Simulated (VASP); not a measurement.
SiNi: single point with PBE

The system is SiNi.

```
Ni Si
1.0
     5.17310    0.00000    0.00000
     0.00000    3.33810    0.00000
     0.00000    0.00000    5.60490
Ni Si
4 4
Cartesian
  0.0403 0.8345 1.0510
  2.5463 2.5036 3.8535
  2.6268 0.8345 1.7514
  5.1328 2.5036 4.5539
  1.6620 2.5036 0.4624
  0.9245 0.8345 3.2649
  4.2486 2.5036 2.3400
  3.5111 0.8345 5.1425
```

```
Program             : VASP 6.6.1
Task                : single point
Functional          : PBE
Potentials or basis : VASP PAW PBE potentials, release 64 (Ni, Si)
Cutoff              : 520 eV
k mesh              : 5 × 7 × 4
Occupations         : fermi-dirac, width 0.1 eV
Spin                : collinear spin, zero start
Starting moments    : [0.0, 0.0, 0.0, 0.0, 0.0, 0.0, 0.0, 0.0] μB
Fixed moment        : 0 μB
```

```json
{"Pressure": "1.9 GPa", "Largest force": "0.051 eV/Å", "Net moment": "0.00 μB per cell", "Valence electrons inside the program's atomic spheres": "Ni 9.59; Si 1.61"}
```

Forces on the atoms (eV/Å):
```
Ni   0.035  0.000  0.037
Ni  -0.035  0.000  0.037
Ni   0.035  0.000 -0.037
Ni  -0.035  0.000 -0.037
Si   0.021  0.000  0.027
Si  -0.021  0.000  0.027
Si   0.021  0.000 -0.027
Si  -0.021  0.000 -0.027
```

Stress tensor (GPa, compression positive):
```
1.01 0.00 0.00
0.00 2.26 0.00
0.00 0.00 2.35
```

Wall time 3.7 min on 1 thread of Intel(R) Xeon(R) Platinum 8488C (Sapphire Rapids), on a shared host, peak memory 0.37 GiB.

Caveat: the total moment is fixed, so each spin has its own Fermi level.
